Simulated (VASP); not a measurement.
A run of VASP 6.6.1:

File INCAR:

```
SYSTEM = Bi2Pd
PREC = Accurate
ENCUT = 520
EDIFF = 1E-6
ISMEAR = -1
SIGMA = 0.08
LREAL = .False.
LASPH = .True.
NELM = 60
ALGO = Normal
ISIF = 2
LWAVE = .False.
LCHARG = .False.
GGA = PS
NBANDS = 27
```

KPOINTS

```
regular mesh
0
Gamma
  15 15 15
  0 0 0
```

The input POSCAR:

```
Bi2Pd
1.0
   -1.6978100000      1.6978100000      6.4915000000
    1.6978100000     -1.6978100000      6.4915000000
    1.6978100000      1.6978100000     -6.4915000000
Bi Pd
2 1
Direct
    0.3630000000      0.3630000000      0.0000000000
    0.6370000000      0.6370000000      0.0000000000
    0.0000000000      0.0000000000      0.0000000000
```

Potentials or basis: VASP PAW PBE potentials, release 64 (Bi_d, Pd).

Run with:

```sh
$ cat potpaw_PBE.64/Bi_d/POTCAR potpaw_PBE.64/Pd/POTCAR > POTCAR
$ mpirun -np 1 vasp_std > vasp.out
```

Hardware: 1 thread of Intel(R) Xeon(R) Platinum 8259CL CPU @ 2.50GHz (Skylake/Cascade Lake), with other jobs on the host.

Question: Estimate the wall time of this run.

Answer: It took 26 min on 1 thread of Intel(R) Xeon(R) Platinum 8259CL CPU @ 2.50GHz (Skylake/Cascade Lake) (shared host), peak memory 0.76 GiB. Counts: scf iterations 12, k points 288.
